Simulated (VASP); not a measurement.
# NdBi2S3 (Amm2) in VASP: single point with PBE

Aim: the single point of NdBi2S3 with PBE.

Program: VASP 6.6.1. These are calculated values, not measurements. Logs are shortened: lines on timing, memory, paths and dates and some standing lists are left out, and cuts for length are marked.

### Step 1. The cell of the first run

It takes space group Amm2 (No. 38, orthorhombic). The conventional cell has a = 7.993 Å, b = 7.969 Å, c = 11.556 Å, α = 90.00°, β = 90.00°, γ = 90.00°. Nd (site symmetry mm2) has 5 S at 2.81 to 2.82 Å within 3.7 Å. Nd (site symmetry mm2) has 5 S at 2.84 to 2.90 Å and 4 Bi at 3.47 Å within 3.7 Å. Bi (site symmetry 1) has 4 S at 2.58 to 3.21 Å and 1 Nd at 3.47 Å within 3.5 Å. Within 3.4 Å of S (site symmetry 1) lie 2 Bi at 2.58 to 3.21 Å and 2 Nd at 2.82 to 2.84 Å. Within 3.9 Å of S (site symmetry mm2) lie 1 Nd at 2.81 Å and 4 Bi at 2.91 Å and 4 S at 3.83 Å. S (site symmetry mm2) has 4 Bi at 2.87 Å and 1 Nd at 2.90 Å and 4 S at 3.87 Å within 3.9 Å.

### Step 2. Single point, PBE

Contents of INCAR:

```
SYSTEM = NdBi2S3
PREC = Accurate
ENCUT = 500
EDIFF = 1E-6
ISMEAR = 0
SIGMA = 0.01
LREAL = .FALSE.
LASPH = .TRUE.
NELM = 200
ALGO = Normal
ISIF = 2
LWAVE = .FALSE.
LCHARG = .FALSE.
GGA = PE
NBANDS = 71
GGA_COMPAT = .FALSE.
LMAXMIX = 6
KPAR = 4
```

Contents of KPOINTS:

```
regular mesh
0
G
  6 6 6
  0 0 0
```

Contents of POSCAR:

```
NdBi2S3
1.0
    7.9928612167      0.0000000000      0.0000000000
    0.0000000000      3.9843405450      5.7780440045
    0.0000000000     -3.9843405450      5.7780440045
Nd Bi S
2 4 6
Direct
    0.0000000000      0.8528420823      0.8528420823
    0.5000000000      0.3486296428      0.3486296428
    0.7281264080      0.9169735532      0.3802634921
    0.2718735920      0.3802634921      0.9169735532
    0.7281264080      0.3802634921      0.9169735532
    0.2718735920      0.9169735532      0.3802634921
    0.7511516968      0.1210840635      0.6214664922
    0.2488483032      0.6214664922      0.1210840635
    0.7511516968      0.6214664922      0.1210840635
    0.2488483032      0.1210840635      0.6214664922
    0.0000000000      0.0961492186      0.0961492186
    0.5000000000      0.5991896168      0.5991896168
```

Potentials or basis: VASP PAW PBE potentials, release 64 (Nd_3, Bi_d, S), 4f in core.

Launch:

```bash
cat potpaw_PBE.64/Nd_3/POTCAR potpaw_PBE.64/Bi_d/POTCAR potpaw_PBE.64/S/POTCAR > POTCAR
mpirun -np 4 vasp_std > vasp.out
```

OUTCAR:

```text
SYSTEM = NdBi2S3
   PREC = Accurate
   ENCUT = 500
   EDIFF = 1E-6
   ISMEAR = 0
   LREAL = .FALSE.
   LASPH = .TRUE.
   NELM = 200
   ISIF = 2
   GGA = PE

 ion  position               nearest neighbor table
   1  0.000  0.853  0.853-  11 2.81   8 2.82   9 2.82  10 2.82   7 2.82   4 3.86   5 3.86   6 3.86
                             3 3.86
   2  0.500  0.349  0.349-   7 2.84   8 2.84   9 2.84  10 2.84  12 2.90   4 3.47   5 3.47   6 3.47
                             3 3.47
   3  0.728  0.917  0.380-   7 2.58  12 2.87  11 2.91   9 3.21   2 3.47   6 3.65   5 3.69   1 3.86

   4  0.272  0.380  0.917-   8 2.58  12 2.87  11 2.91  10 3.21   2 3.47   5 3.65   6 3.69   1 3.86

   5  0.728  0.380  0.917-   9 2.58  12 2.87  11 2.91   7 3.21   2 3.47   4 3.65   3 3.69   1 3.86

   6  0.272  0.917  0.380-  10 2.58  12 2.87  11 2.91   8 3.21   2 3.47   3 3.65   4 3.69   1 3.86

   7  0.751  0.121  0.621-   3 2.58   1 2.82   2 2.84   5 3.21
   8  0.249  0.621  0.121-   4 2.58   1 2.82   2 2.84   6 3.21
   9  0.751  0.621  0.121-   5 2.58   1 2.82   2 2.84   3 3.21
  10  0.249  0.121  0.621-   6 2.58   1 2.82   2 2.84   4 3.21
  11  0.000  0.096  0.096-   1 2.81   3 2.91   4 2.91   5 2.91   6 2.91
  12  0.500  0.599  0.599-   3 2.87   4 2.87   5 2.87   6 2.87   2 2.90

  LATTYP: Found a base centered orthorhombic cell.
 ALAT       =     7.9686810900
 B/A-ratio  =     1.4501882907
 C/A-ratio  =     1.0030343951

  Lattice vectors:

 A1 = (   0.0000000000,   3.9843405450,  -5.7780440045)
 A2 = (   0.0000000000,   3.9843405450,   5.7780440045)
 A3 = (   7.9928612167,   0.0000000000,   0.0000000000)

Analysis of symmetry for initial positions (statically):
=====================================================================
 Subroutine PRICEL returns:
 Original cell was already a primitive cell.

 Routine SETGRP: Setting up the symmetry group for a
 base centered orthorhombic supercell.

 Subroutine GETGRP returns: Found  4 space group operations
 (whereof  4 operations were pure point group operations)
 out of a pool of  8 trial point group operations.

The static configuration has the point symmetry C_2v.

Analysis of symmetry for dynamics (positions and initial velocities):
=====================================================================
 Subroutine PRICEL returns:
 Original cell was already a primitive cell.

 Routine SETGRP: Setting up the symmetry group for a
 base centered orthorhombic supercell.

 Subroutine GETGRP returns: Found  4 space group operations
 (whereof  4 operations were pure point group operations)
 out of a pool of  8 trial point group operations.

The dynamic configuration has the point symmetry C_2v.

 Subroutine INISYM returns: Found  4 space group operations
 (whereof  4 operations are pure point group operations),
 and found     1 'primitive' translations

----------------------------------------------------------------------------------------

                                     Primitive cell

  volume of cell :     368.0184

  direct lattice vectors                    reciprocal lattice vectors
     7.992861217  0.000000000  0.000000000     0.125111643  0.000000000  0.000000000
     0.000000000  3.984340545  5.778044004     0.000000000  0.125491281  0.086534474
     0.000000000 -3.984340545  5.778044004     0.000000000 -0.125491281  0.086534474

  length of vectors
     7.992861217  7.018601150  7.018601150     0.125111643  0.152434500  0.152434500

  position of ions in fractional coordinates (direct lattice)
     0.000000000  0.852842082  0.852842082
     0.500000000  0.348629643  0.348629643
     0.728126408  0.916973553  0.380263492
     0.271873592  0.380263492  0.916973553
     0.728126408  0.380263492  0.916973553
     0.271873592  0.916973553  0.380263492
     0.751151697  0.121084063  0.621466492
     0.248848303  0.621466492  0.121084063
     0.751151697  0.621466492  0.121084063
     0.248848303  0.121084063  0.621466492
     0.000000000  0.096149219  0.096149219
     0.500000000  0.599189617  0.599189617

  ion indices of the primitive-cell ions
   primitive index   ion index
                 1           1
                 2           2
                 3           3
                 4           4
                 5           5
                 6           6
                 7           7
                 8           8
                 9           9
                10          10
                11          11
                12          12

----------------------------------------------------------------------------------------

 KPOINTS: regular mesh

Automatic generation of k-mesh.
 Grid dimensions read from file:
 generate k-points for:    6    6    6

 Generating k-lattice:

  Cartesian coordinates                     Fractional coordinates (reciprocal lattice)
     0.020851941  0.000000000  0.000000000     0.166666667  0.000000000  0.000000000
     0.000000000  0.020915214  0.014422412     0.000000000  0.166666667  0.000000000
     0.000000000 -0.020915214  0.014422412     0.000000000  0.000000000  0.166666667

  Length of vectors
     0.020851941  0.025405750  0.025405750

  Shift w.r.t. Gamma in fractional coordinates (k-lattice)
     0.000000000  0.000000000  0.000000000

 Subroutine IBZKPT returns following result:
 ===========================================

 Found     52 irreducible k-points:

 Following reciprocal coordinates:
            Coordinates               Weight
  0.000000  0.000000  0.000000      1.000000
  0.166667  0.000000  0.000000      2.000000
  0.333333  0.000000  0.000000      2.000000
  0.500000  0.000000  0.000000      1.000000
  0.000000  0.166667  0.000000      4.000000
  0.166667  0.166667  0.000000      8.000000
[... 16 lines left out ...]
  0.333333  0.333333  0.166667      8.000000
  0.500000  0.333333  0.166667      4.000000
 [... further k-points ...]
   k-points           NKPTS =     52   k-points in BZ     NKDIM =     52   number of bands    NBANDS=     71
   number of dos      NEDOS =    301   number of ions     NIONS =     12
   total plane-waves  NPLWV = 174960
   dimension x,y,z NGX =    60 NGY =   54 NGZ =   54
   dimension x,y,z NGXF=   120 NGYF=  108 NGZF=  108
   ions per type =               2   4   6
   NGX,Y,Z   is equivalent  to a cutoff of  12.48, 12.79, 12.79 a.u.
   NGXF,Y,Z  is equivalent  to a cutoff of  24.96, 25.58, 25.58 a.u.
 SYSTEM =  NdBi2S3
   PREC   = accura    normal or accurate (medium, high low for compatibility)
   ISTART =      0    job   : 0-new  1-cont  2-samecut
   ICHARG =      2    charge: 1-file 2-atom 10-const
   ISPIN  =      1    spin polarized calculation?
   LNONCOLLINEAR =      F non collinear calculations
   LSORBIT =      F    spin-orbit coupling
   LASPH  =      T    aspherical Exc in radial PAW
   ENCUT  =  500.0 eV  36.75 Ry    6.06 a.u.  14.57 12.80 12.80*2*pi/ulx,y,z
   NELM   =    200;   NELMIN=  2; NELMDL= -5     # of ELM steps
   EDIFF  = 0.1E-05   stopping-criterion for ELM
   LREAL  =      F    real-space projection
   EDIFFG = 0.1E-04   stopping-criterion for IOM
   NSW    =      0    number of steps for IOM
   IBRION =     -1    ionic relax: 0-MD 1-quasi-New 2-CG
   NFREE  =      0    steps in history (QN), initial steepest desc. (CG)
   ISIF   =      2    stress and relaxation
   ISYM   =      2    0-nonsym 1-usesym 2-fastsym
   POTIM  = 0.5000    time-step for ionic-motion
   TEBEG  =    0.0;   TEEND  =   0.0 temperature during run
   PSTRESS=    0.0 pullay stress
   NELECT =     118.0000    total number of electrons
   NUPDOWN=      -1.0000    fix difference up-down
   EMIN   =  10.00;   EMAX   =-10.00  energy-range for DOS
   EFERMI =   0.00;   METHOD = LEGACY
   ISMEAR =     0;   SIGMA  =   0.01  broadening in eV -4-tet -1-fermi 0-gaus
   EFERMI_NEDOS =   21; number of points for ismear=-14 and -15
   IALGO  =     38    algorithm
   IMIX   =      4    mixing-type and parameters
     AMIX     =   0.40;   BMIX     =  1.00
     AMIX_MAG =   1.60;   BMIX_MAG =  1.00
  volume/ion in A,a.u.               =      30.67       206.96
  Fermi-wavevector in a.u.,A,eV,Ry     =   1.120501  2.117440 17.082426  1.255523
  Thomas-Fermi vector in A             =   2.257148
   LORBIT       =      0    0 simple, 1 ext, 2 COOP (PROOUT), +10 PAW based schemes
   GGA     = PE    functional components
   LHFCALC =     F    Hartree Fock is set to
   AEXX    =    0.0000 exact exchange contribution
   IVDW    =     0    specifies the selected vdW correction
   LEPSILON=     F    determine dielectric tensor
   LRPA    =     F    only Hartree local field effects (RPA)
 non-spin polarized calculation
 Gauss-broadening in eV      SIGMA  =   0.01
  energy-cutoff  :      500.00
  volume of cell :      368.02
 maximum number of plane-waves:      9383
 NGX is ok and might be reduce to    60
   NGX = 29   NGY = 25   NGZ = 25

 number of electron     117.9999976 magnetization

 Free energy of the ion-electron system (eV)
  ---------------------------------------------------
  ext. energy  EPLUGINS =         0.00000000
  ---------------------------------------------------
  free energy    TOTEN  =       -59.16732234 eV

  energy without entropy =      -59.16732234  energy(sigma->0) =      -59.16732234

 E-fermi :   4.0765     XC(G=0):  -8.8581

 val. band max:        3.9284418824   @ k =   0.0000   0.0000   0.0000
 cond. band min:       4.1259482238   @ k =   0.5000   0.5000  -0.0000
 fundamental gap:      0.1975063414
 Fermi energy:         4.0765234601

 k-point     1 :       0.0000    0.0000    0.0000
  band No.  band energies     occupation
      1     -34.1299      2.00000
      2     -33.5980      2.00000
      3     -19.1189      2.00000
      4     -19.0975      2.00000
      5     -19.0970      2.00000
      6     -19.0752      2.00000
[... 63 lines left out ...]
     70       7.4269      0.00000
     71       7.5399      0.00000

 k-point     2 :       0.1667    0.0000    0.0000
  band No.  band energies     occupation
      1     -34.1299      2.00000
      2     -33.5980      2.00000
      3     -19.1179      2.00000
      4     -19.0984      2.00000
      5     -19.0962      2.00000
      6     -19.0758      2.00000
[... 63 lines left out ...]
     70       7.3793      0.00000
     71       7.4293      0.00000

 k-point     3 :       0.3333    0.0000    0.0000
  band No.  band energies     occupation
      1     -34.1299      2.00000
      2     -33.5980      2.00000
      3     -19.1154      2.00000
      4     -19.1005      2.00000
      5     -19.0945      2.00000
      6     -19.0771      2.00000
[... 1543 lines left out ...]
     70       7.2937      0.00000
     71       7.4315      0.00000

 k-point    24 :       0.5000    0.3333    0.1667
  band No.  band energies     occupation
      1     -34.1299      2.00000
      2     -33.5980      2.00000
      3     -19.1114      2.00000
      4     -19.0999      2.00000
      5     -19.0957      2.00000
      6     -19.0798      2.00000
[... 63 lines left out ...]
     70       7.1316      0.00000
     71       7.3227      0.00000

 [... further k-points ...]

------------------------ aborting loop because EDIFF is reached ----------------------------------------

  FORCE on cell =-STRESS in cart. coord.  units (eV):
  Direction    XX          YY          ZZ          XY          YZ          ZX
  --------------------------------------------------------------------------------------
  -------------------------------------------------------------------------------------
  Total       -0.0566412     -0.0800881     -0.1245246      0.0000000      0.0000000      0.0000000
  in kB       -0.2465890     -0.3486655     -0.5421210      0.0000000      0.0000000      0.0000000
  external PRESSURE =      -0.3791252 kB  Pullay stress =       0.0000000 kB

 VOLUME and BASIS-vectors are now :
 -----------------------------------------------------------------------------
  energy-cutoff  :      500.00
  volume of cell :      368.02
      direct lattice vectors                 reciprocal lattice vectors
     7.992861217  0.000000000  0.000000000     0.125111643  0.000000000  0.000000000
     0.000000000  3.984340545  5.778044004     0.000000000  0.125491281  0.086534474
     0.000000000 -3.984340545  5.778044004     0.000000000 -0.125491281  0.086534474

 POSITION                                       TOTAL-FORCE (eV/Angst)
 -----------------------------------------------------------------------------------
      0.00000      0.00000      9.85552        -0.000000      0.000000      0.000677
      3.99643      0.00000      4.02879        -0.000000      0.000000      0.027705
      5.81981      2.13844      7.49549        -0.000781     -0.008303      0.002269
      2.17305     -2.13844      7.49549         0.000781      0.008303      0.002269
      5.81981     -2.13844      7.49549        -0.000781      0.008303      0.002269
      2.17305      2.13844      7.49549         0.000781     -0.008303      0.002269
      6.00385     -1.99369      4.29049        -0.000036      0.001745     -0.009054
      1.98901      1.99369      4.29049         0.000036     -0.001745     -0.009054
      6.00385      1.99369      4.29049        -0.000036     -0.001745     -0.009054
      1.98901     -1.99369      4.29049         0.000036      0.001745     -0.009054
      0.00000      0.00000      1.11111        -0.000000      0.000000     -0.003581
      3.99643      0.00000      6.92429        -0.000000      0.000000      0.002340
 -----------------------------------------------------------------------------------
    total drift:                               -0.000000     -0.000000      0.000229

  FREE ENERGIE OF THE ION-ELECTRON SYSTEM (eV)
  ---------------------------------------------------
  free  energy   TOTEN  =       -59.1673223356 eV

  energy  without entropy=      -59.1673223356  energy(sigma->0) =      -59.16732234
```

Wall time 5.1 min (4 MPI ranks of Intel Xeon Platinum 8559C (Emerald Rapids), shared host); peak memory 1.1 GiB.

Results:

```yaml
Free_energy: -59.1673 eV
Pressure: 0.0 GPa
Largest_force: 0.028 eV/Å
Band_gap_on_the_k_mesh: 0.20 eV (least direct gap 0.42 eV)
```

Forces on the atoms (eV/Å):
```
Nd   0.000  0.000  0.001
Nd   0.000  0.000  0.028
Bi  -0.001 -0.008  0.002
Bi   0.001  0.008  0.002
Bi  -0.001  0.008  0.002
Bi   0.001 -0.008  0.002
S    0.000  0.002 -0.009
S    0.000 -0.002 -0.009
S    0.000 -0.002 -0.009
S    0.000  0.002 -0.009
S    0.000  0.000 -0.004
S    0.000  0.000  0.002
```

Levels at points of the mesh, in eV from the valence-band top:
```
           k point  band 56  band 57  band 58  band 59  band 60  band 61  band 62  band 63
(0.00, 0.00, 0.00)    -1.20    -0.99    -0.01     0.00     0.42     1.20     1.36     1.73
(0.50, 0.00, 0.00)    -1.32    -1.24    -0.73    -0.17     1.20     1.40     1.42     1.96
(0.00, 0.50, 0.00)    -1.25    -1.20    -1.02    -0.07     0.86     1.72     2.12     2.40
(0.50, 0.50, 0.00)    -1.43    -1.11    -0.95    -0.86     0.20     0.97     1.00     2.43
(0.00, 0.50, 0.50)    -1.28    -0.98    -0.51    -0.38     0.48     1.18     1.23     1.36
(0.50, 0.50, 0.50)    -1.13    -1.04    -1.01    -0.11     0.54     0.76     1.15     2.02
```

Caveat: spin-orbit coupling is left out, which moves the levels of the heavy elements; the 4f electrons are frozen in the core, so they carry no moment and show no levels.
